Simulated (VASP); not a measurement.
Input of a VASP 6.6.1 run:

The input INCAR:

```
SYSTEM = Ir
PREC = Accurate
ENCUT = 520
EDIFF = 1E-6
ISMEAR = 0
SIGMA = 0.15
LREAL = .False.
LASPH = .True.
NELM = 60
ALGO = Normal
ISIF = 2
LWAVE = .False.
LCHARG = .False.
NBANDS = 10
```

The input KPOINTS:

```
regular mesh
0
Gamma
  22 22 22
  0 0 0
```

Contents of POSCAR:

```
Ir
1.0
    0.0000000000      2.1626779830      1.3607569869
    2.1626779830      0.0000000000      1.3607569869
    2.1626779830      2.1626779830      0.0000000000
Ir
1
Direct
    0.0000000000      0.0000000000      0.0000000000
```

Potentials or basis: VASP PAW LDA potentials, release 64 (Ir).

The run is started by

```console
$ cat potpaw_LDA.64/Ir/POTCAR > POTCAR
$ mpirun -np 1 vasp_std > vasp.out
```

(1) What does it give for the pressure?

Results:

(1) 58.2 GPa.
